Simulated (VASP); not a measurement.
Here is a VASP 6.6.1 calculation.

The input POSCAR:

```
Mo
1.0
   -1.3080798525      1.3080798525      2.3360150333
    1.3080798525     -1.3080798525      2.3360150333
    1.3080798525      1.3080798525     -2.3360150333
Mo
1
Direct
    0.0000000000      0.0000000000      0.0000000000
```

INCAR.step1

```
SYSTEM = Mo
  ALGO = Normal
  EDIFF = 1E-4
  ENCUT = 520
  GGA = PE
  ISMEAR = 0
  LASPH = .True.
  LCHARG = .False.
  LREAL = .False.
  LWAVE = .True.
  NBANDS = 13
  NELM = 80
  PREC = Accurate
  SIGMA = 0.1
```

INCAR.step2

```
SYSTEM = Mo
  ALGO = Normal
  EDIFF = 1E-6
  ENCUT = 520
  ISIF = 2
  ISMEAR = 0
  ISTART = 1
  LASPH = .True.
  LCHARG = .False.
  LMIXTAU = .True.
  LREAL = .False.
  LWAVE = .False.
  METAGGA = R2SCAN
  NBANDS = 13
  NELM = 80
  PREC = Accurate
  SIGMA = 0.1
```

File KPOINTS:

```
k-points
0
Gamma
  22 22 22
  0 0 0
```

Potentials or basis: VASP PAW PBE potentials, release 64 (Mo_sv).

Command:

```sh
$ cat potpaw_PBE.64/Mo_sv/POTCAR > POTCAR
$ cp INCAR.step1 INCAR
$ mpirun -np 1 vasp_std > vasp.out
$ cp INCAR.step2 INCAR
$ mpirun -np 1 vasp_std > vasp.out
```

Problem. Estimate the pressure.

Solution. 1.1 GPa.

Problem. What does it give for the band gap on the k mesh?

Solution. Zero (bands 7 and 8 overlap by 3.16 eV).

Stress tensor (GPa, compression positive):
```
1.16 0.00 0.00
0.00 1.16 0.00
0.00 0.00 0.84
```

Caveat: the PAW data sets were made with another functional, which shifts forces and pressure a little.
